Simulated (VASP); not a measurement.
# Al (Im-3m) in VASP: notebook

Al is run at these levels: HSE06; tasks: single point.

Everything below comes from runs of VASP 6.6.1. Logs are shortened: lines on timing, memory, paths and dates and some standing lists are left out, and cuts for length are marked.

## (1) The cell of the first run

It takes space group Im-3m (No. 229, cubic). The conventional cell has a = 3.204 Å, b = 3.204 Å, c = 3.204 Å, α = 90.00°, β = 90.00°, γ = 90.00°. Al (site symmetry m-3m) has 14 Al at 2.77 to 3.20 Å within 3.7 Å.

This isn't the form of Al at room conditions, which is fcc.

## (2) Single point, HSE06

Input file POSCAR:

```
Al
1.0
   -1.6017568692      1.6017568692      1.6017568692
    1.6017568692     -1.6017568692      1.6017568692
    1.6017568692      1.6017568692     -1.6017568692
Al
1
Direct
    0.0000000000      0.0000000000      0.0000000000
```

Input file INCAR.step1:

```
SYSTEM = Al
ALGO = Normal
EDIFF = 1E-5
ENCUT = 520
GGA = PE
ISIF = 2
ISMEAR = -1
LASPH = .TRUE.
LREAL = .FALSE.
LWAVE = .TRUE.
NBANDS = 8
NELM = 60
PREC = Accurate
SIGMA = 0.05
```

Input file INCAR.step2:

```
SYSTEM = Al
ALGO = Normal
EDIFF = 1E-6
ENCUT = 520
GGA = PE
HFSCREEN = 0.2079
ISIF = 2
ISMEAR = -1
ISTART = 1
LASPH = .TRUE.
LCHARG = .TRUE.
LELF = .TRUE.
LHFCALC = .TRUE.
LREAL = .FALSE.
LVHAR = .TRUE.
LWAVE = .FALSE.
NBANDS = 8
NELM = 60
PREC = Accurate
PRECFOCK = Normal
SIGMA = 0.05
```

Input file KPOINTS:

```
k-points
0
G
  8 8 8
  0 0 0
```

Potentials or basis: VASP PAW PBE potentials, release 64 (Al).

Run with:

```bash
$ cat potpaw_PBE.64/Al/POTCAR > POTCAR
$ cp INCAR.step1 INCAR
$ mpirun -np 1 vasp_std > vasp.out
$ cp INCAR.step2 INCAR
$ mpirun -np 1 vasp_std > vasp.out
```

OUTCAR:

```text
SYSTEM = Al
   EDIFF = 1E-6
   ENCUT = 520
   GGA = PE
   HFSCREEN = 0.2079
   ISIF = 2
   ISMEAR = -1
   ISTART = 1
   LASPH = .TRUE.
   LHFCALC = .TRUE.
   LREAL = .FALSE.
   NELM = 60
   PREC = Accurate
   PRECFOCK = Normal

 ion  position               nearest neighbor table
   1  0.000  0.000  0.000-

  LATTYP: Found a body centered cubic cell.
 ALAT       =     3.2035137384

  Lattice vectors:

 A1 = (  -1.6017568692,   1.6017568692,   1.6017568692)
 A2 = (   1.6017568692,  -1.6017568692,   1.6017568692)
 A3 = (   1.6017568692,   1.6017568692,  -1.6017568692)

Analysis of symmetry for initial positions (statically):
=====================================================================
 Subroutine PRICEL returns:
 Original cell was already a primitive cell.

 Routine SETGRP: Setting up the symmetry group for a
 body centered cubic supercell.

 Subroutine GETGRP returns: Found 48 space group operations
 (whereof 48 operations were pure point group operations)
 out of a pool of 48 trial point group operations.

The static configuration has the point symmetry O_h .

Analysis of symmetry for dynamics (positions and initial velocities):
=====================================================================
 Subroutine PRICEL returns:
 Original cell was already a primitive cell.

 Routine SETGRP: Setting up the symmetry group for a
 body centered cubic supercell.

 Subroutine GETGRP returns: Found 48 space group operations
 (whereof 48 operations were pure point group operations)
 out of a pool of 48 trial point group operations.

The dynamic configuration has the point symmetry O_h .

 Subroutine INISYM returns: Found 48 space group operations
 (whereof 48 operations are pure point group operations),
 and found     1 'primitive' translations

----------------------------------------------------------------------------------------

                                     Primitive cell

  volume of cell :      16.4380

  direct lattice vectors                    reciprocal lattice vectors
    -1.601756869  1.601756869  1.601756869     0.000000000  0.312157238  0.312157238
     1.601756869 -1.601756869  1.601756869     0.312157238  0.000000000  0.312157238
     1.601756869  1.601756869 -1.601756869     0.312157238  0.312157238  0.000000000

  length of vectors
     2.774324279  2.774324279  2.774324279     0.441456999  0.441456999  0.441456999

  position of ions in fractional coordinates (direct lattice)
     0.000000000  0.000000000  0.000000000

  ion indices of the primitive-cell ions
   primitive index   ion index
                 1           1

----------------------------------------------------------------------------------------

 KPOINTS: k-points

Automatic generation of k-mesh.
 Grid dimensions read from file:
 generate k-points for:    8    8    8

 Generating k-lattice:

  Cartesian coordinates                     Fractional coordinates (reciprocal lattice)
     0.000000000  0.039019655  0.039019655     0.125000000  0.000000000  0.000000000
     0.039019655  0.000000000  0.039019655     0.000000000  0.125000000  0.000000000
     0.039019655  0.039019655  0.000000000     0.000000000  0.000000000  0.125000000

  Length of vectors
     0.055182125  0.055182125  0.055182125

  Shift w.r.t. Gamma in fractional coordinates (k-lattice)
     0.000000000  0.000000000  0.000000000

 Subroutine IBZKPT returns following result:
 ===========================================

 Found     29 irreducible k-points:

 Following reciprocal coordinates:
            Coordinates               Weight
  0.000000  0.000000  0.000000      1.000000
  0.125000  0.000000  0.000000     12.000000
  0.250000  0.000000  0.000000     12.000000
  0.375000  0.000000  0.000000     12.000000
  0.500000  0.000000  0.000000      6.000000
  0.125000  0.125000  0.000000     24.000000
[... 16 lines left out ...]
 -0.250000  0.250000  0.250000      6.000000
 -0.375000  0.375000  0.250000     24.000000
 [... further k-points ...]
   k-points           NKPTS =     29   k-points in BZ     NKDIM =    512   number of bands    NBANDS=      8
   number of dos      NEDOS =    301   number of ions     NIONS =      1
   total plane-waves  NPLWV =  13824
   dimension x,y,z NGX =    24 NGY =   24 NGZ =   24
   dimension x,y,z NGXF=    48 NGYF=   48 NGZF=   48
   ions per type =               1
   NGX,Y,Z   is equivalent  to a cutoff of  14.38, 14.38, 14.38 a.u.
   NGXF,Y,Z  is equivalent  to a cutoff of  28.76, 28.76, 28.76 a.u.
 SYSTEM =  Al
   PREC   = accura    normal or accurate (medium, high low for compatibility)
   ISTART =      1    job   : 0-new  1-cont  2-samecut
   ICHARG =      0    charge: 1-file 2-atom 10-const
   ISPIN  =      1    spin polarized calculation?
   LNONCOLLINEAR =      F non collinear calculations
   LSORBIT =      F    spin-orbit coupling
   LASPH  =      T    aspherical Exc in radial PAW
   ENCUT  =  520.0 eV  38.22 Ry    6.18 a.u.   5.16  5.16  5.16*2*pi/ulx,y,z
   NELM   =     60;   NELMIN=  2; NELMDL=  0     # of ELM steps
   EDIFF  = 0.1E-05   stopping-criterion for ELM
   LREAL  =      F    real-space projection
   EDIFFG = 0.1E-04   stopping-criterion for IOM
   NSW    =      0    number of steps for IOM
   IBRION =     -1    ionic relax: 0-MD 1-quasi-New 2-CG
   NFREE  =      0    steps in history (QN), initial steepest desc. (CG)
   ISIF   =      2    stress and relaxation
   ISYM   =      3    0-nonsym 1-usesym 2-fastsym
   POTIM  = 0.5000    time-step for ionic-motion
   TEBEG  =    0.0;   TEEND  =   0.0 temperature during run
   PSTRESS=    0.0 pullay stress
   NELECT =       3.0000    total number of electrons
   NUPDOWN=      -1.0000    fix difference up-down
   EMIN   =  10.00;   EMAX   =-10.00  energy-range for DOS
   EFERMI =   0.00;   METHOD = LEGACY
   ISMEAR =    -1;   SIGMA  =   0.05  broadening in eV -4-tet -1-fermi 0-gaus
   EFERMI_NEDOS =   21; number of points for ismear=-14 and -15
   IALGO  =     38    algorithm
   IMIX   =      1    mixing-type and parameters
     AMIX     =   0.40;   BMIX     =  1.00
     AMIX_MAG =   1.60;   BMIX_MAG =  1.00
  volume/ion in A,a.u.               =      16.44       110.93
  Fermi-wavevector in a.u.,A,eV,Ry     =   0.928607  1.754813 11.732455  0.862311
  Thomas-Fermi vector in A             =   2.054802
   LORBIT       =      0    0 simple, 1 ext, 2 COOP (PROOUT), +10 PAW based schemes
   GGA     = PE    functional components
   LHFCALC =     T    Hartree Fock is set to
   PRECFOCK=normal    Normal, Fast or Accurate (Low or Medium for compatibility)
   ENCUT4O =  -1.0   cutoff for four orbital integrals eV
   NKREDX  =     1    reduce k-point grid by
   NKREDY  =     1    reduce k-point grid by
   NKREDZ  =     1    reduce k-point grid by
   AEXX    =    0.2500 exact exchange contribution
   HFSCREEN=    0.2079 screening length (either q_TF or 0.3 A-1)
   HFSCREENC=   0.2079 screening length for correlation (either q_TF or 0.3 A-1)
   ENCUTFOCK=  -1.0 apply spherical cutoff to Coloumb kernel
   IVDW    =     0    specifies the selected vdW correction
   LEPSILON=     F    determine dielectric tensor
   LRPA    =     F    only Hartree local field effects (RPA)
 non-spin polarized calculation
  energy-cutoff  :      520.00
  volume of cell :       16.44
 maximum number of plane-waves:       466
 NGX is ok and might be reduce to    24
  NGX = 16; NGY = 16; NGZ = 16

 number of electron       3.0000000 magnetization

 Free energy of the ion-electron system (eV)
  ---------------------------------------------------
  ext. energy  EPLUGINS =         0.00000000
  ---------------------------------------------------
  free energy    TOTEN  =        -3.94908228 eV

  energy without entropy =       -3.94193801  energy(sigma->0) =       -3.94551014

 E-fermi :   8.2224     XC(G=0):  -8.4261

 val. band max:        8.1796887066   @ k =   0.2500   0.2500   0.1250
 cond. band min:       8.2513145561   @ k =  -0.3750   0.3750   0.1250
 fundamental gap:      0.0716258494
 Fermi energy:         8.2223939539

 k-point     1 :       0.0000    0.0000    0.0000
  band No.  band energies     occupation
      1      -4.6882      2.00000
      2      22.4708      0.00000
      3      22.4708      0.00000
      4      22.4708      0.00000
      5      23.9619      0.00000
      6      23.9619      0.00000
      7      23.9619      0.00000
      8      25.5063      0.00000

 k-point     2 :       0.1250    0.0000    0.0000
  band No.  band energies     occupation
      1      -4.1834      2.00000
      2      18.3619      0.00000
      3      20.4546      0.00000
      4      20.9464      0.00000
      5      22.4124      0.00000
      6      23.5361      0.00000
      7      25.3105      0.00000
      8      25.7782      0.00000

 k-point     3 :       0.2500    0.0000    0.0000
  band No.  band energies     occupation
      1      -2.6725      2.00000
      2      12.8739      0.00000
      3      18.5911      0.00000
      4      18.9328      0.00000
      5      20.5100      0.00000
      6      21.9551      0.00000
      7      26.8491      0.00000
      8      27.0373      0.00000

 k-point     4 :       0.3750    0.0000    0.0000
  band No.  band energies     occupation
      1      -0.1634      2.00000
      2       7.7809      1.99971
      3      17.4605      0.00000
      4      17.6161      0.00000
      5      19.2995      0.00000
      6      20.8597      0.00000
      7      28.5875      0.00000
      8      29.3711      0.00000

 k-point     5 :       0.5000    0.0000    0.0000
  band No.  band energies     occupation
      1       3.0641      2.00000
      2       3.6429      2.00000
      3      17.0827      0.00000
      4      17.1666      0.00000
      5      18.8899      0.00000
      6      20.4675      0.00000
      7      30.1239      0.00000
      8      31.5031      0.00000

 k-point     6 :       0.1250    0.1250    0.0000
  band No.  band energies     occupation
      1      -3.1756      2.00000
      2      15.6767      0.00000
      3      16.1191      0.00000
      4      19.1904      0.00000
      5      22.9116      0.00000
      6      23.1367      0.00000
      7      26.2374      0.00000
      8      26.5883      0.00000

 k-point     7 :       0.2500    0.1250    0.0000
  band No.  band energies     occupation
      1      -1.1657      2.00000
      2      10.5901      0.00000
      3      14.2057      0.00000
      4      17.6432      0.00000
      5      21.5667      0.00000
      6      23.9245      0.00000
      7      25.9722      0.00000
      8      29.8323      0.00000
[... 133 lines left out ...]
 k-point    20 :      -0.3750    0.5000    0.1250
  band No.  band energies     occupation
      1       2.8246      2.00000
      2       6.8044      2.00000
      3      10.6249      0.00000
      4      18.0886      0.00000
      5      20.6996      0.00000
      6      21.8997      0.00000
      7      24.6451      0.00000
      8      28.9632      0.00000

 k-point    21 :      -0.3750   -0.3750    0.1250
  band No.  band energies     occupation
      1       5.9694      2.00000
      2       5.9694      2.00000
      3       7.0572      2.00000
      4      20.1591      0.00000
      5      20.7265      0.00000
      6      20.7265      0.00000
      7      22.5145      0.00000
      8      33.2632      0.00000

 k-point    22 :       0.2500    0.2500    0.2500
  band No.  band energies     occupation
      1       6.9094      2.00000
      2       6.9094      2.00000
      3       6.9094      2.00000
      4       8.5880      0.00133
      5      31.3864      0.00000
      6      31.3864      0.00000
      7      32.5479      0.00000
      8      32.5479      0.00000

 k-point    23 :      -0.2500    0.2500    0.2500
  band No.  band energies     occupation
      1      -0.6650      2.00000
      2      13.6960      0.00000
      3      13.6960      0.00000
      4      15.2680      0.00000
      5      16.8963      0.00000
      6      26.0738      0.00000
      7      27.3043      0.00000
      8      28.2858      0.00000

 k-point    24 :      -0.3750    0.3750    0.2500
  band No.  band energies     occupation
      1       1.8335      2.00000
      2       9.6059      0.00000
      3      12.3993      0.00000
      4      14.6034      0.00000
      5      17.4293      0.00000
      6      23.6715      0.00000
      7      25.8172      0.00000
      8      28.8711      0.00000

 [... further k-points ...]

------------------------ aborting loop because EDIFF is reached ----------------------------------------

  FORCE on cell =-STRESS in cart. coord.  units (eV):
  Direction    XX          YY          ZZ          XY          YZ          ZX
  --------------------------------------------------------------------------------------
  -------------------------------------------------------------------------------------
  Total        0.1904227      0.1904227      0.1904227      0.0000000     -0.0000000      0.0000000
  in kB       18.5600703     18.5600703     18.5600703      0.0000000     -0.0000000      0.0000000
  external PRESSURE =      18.5600703 kB  Pullay stress =       0.0000000 kB

 VOLUME and BASIS-vectors are now :
 -----------------------------------------------------------------------------
  energy-cutoff  :      520.00
  volume of cell :       16.44
      direct lattice vectors                 reciprocal lattice vectors
    -1.601756869  1.601756869  1.601756869     0.000000000  0.312157238  0.312157238
     1.601756869 -1.601756869  1.601756869     0.312157238  0.000000000  0.312157238
     1.601756869  1.601756869 -1.601756869     0.312157238  0.312157238  0.000000000

 POSITION                                       TOTAL-FORCE (eV/Angst)
 -----------------------------------------------------------------------------------
      0.00000      0.00000      0.00000        -0.000000      0.000000     -0.000000
 -----------------------------------------------------------------------------------
    total drift:                                0.000000      0.000000     -0.000000

  FREE ENERGIE OF THE ION-ELECTRON SYSTEM (eV)
  ---------------------------------------------------
  free  energy   TOTEN  =        -3.9490822762 eV

  energy  without entropy=       -3.9419380106  energy(sigma->0) =       -3.94551014
```

Wall time 4.6 min (1 thread of Intel Xeon 8259CL, shared host); peak memory 0.24 GiB.

Results:

```yaml
Free_energy: -3.9491 eV
Pressure: 1.9 GPa
Band_gap_on_the_k_mesh: zero (an odd number of electrons rules out a gap without spin polarisation)
```

Caveat: the PAW data sets were made with another functional, which shifts forces and pressure a little.

## (3) Single point, HSE06

This run uses another cell than the first one, of 16.76 Å³/atom.

Input file POSCAR:

```
Al
1.0
   -1.6121581793      1.6121581793      1.6121581793
    1.6121581793     -1.6121581793      1.6121581793
    1.6121581793      1.6121581793     -1.6121581793
Al
1
Direct
    0.0000000000      0.0000000000      0.0000000000
```

Input file INCAR.step1:

```
ALGO = Normal ; EDIFF = 1E-5
ENCUT = 520 ; GGA = PE
ISIF = 2 ; ISMEAR = -1
LASPH = True ; LCHARG = False
LREAL = False ; LWAVE = True
NBANDS = 8 ; NELM = 100
PREC = Accurate ; SIGMA = 0.05
```

Input file INCAR.step2:

```
ALGO = Normal ; EDIFF = 1E-6
ENCUT = 520 ; GGA = PE
HFSCREEN = 0.2079 ; ISIF = 2
ISMEAR = -1 ; ISTART = 1
LASPH = True ; LCHARG = False
LHFCALC = True ; LREAL = False
LWAVE = False ; NBANDS = 8
NELM = 100 ; PREC = Accurate
PRECFOCK = Normal ; SIGMA = 0.05
```

Input file KPOINTS:

```
k-points
0
Gamma
  8 8 8
```

Potentials or basis: VASP PAW PBE potentials, release 64 (Al).

Run with:

```bash
$ cat potpaw_PBE.64/Al/POTCAR > POTCAR
$ cp INCAR.step1 INCAR
$ mpirun -np 1 vasp_std > vasp.out
$ cp INCAR.step2 INCAR
$ mpirun -np 1 vasp_std > vasp.out
```

It took 4.8 min on 1 thread of Intel Xeon 8259CL, shared host; peak memory 0.24 GiB.

It converged, with:

```yaml
Free_energy: -3.9514 eV
Pressure: 0.5 GPa
Band_gap_on_the_k_mesh: zero (an odd number of electrons rules out a gap without spin polarisation)
```

Levels at points of the mesh, in eV from the Fermi level:
```
           k point  band 1  band 2  band 3  band 4  band 5  band 6
(0.00, 0.00, 0.00)  -12.75   14.14   14.14   14.14   15.46   15.46
(0.50, 0.00, 0.00)   -5.06   -4.54    8.72    8.91   10.54   12.08
(0.50, 0.50, 0.50)    3.32    3.32    3.32    4.45    4.45    6.88
```

Caveat: the PAW data sets were made with another functional, which shifts forces and pressure a little.
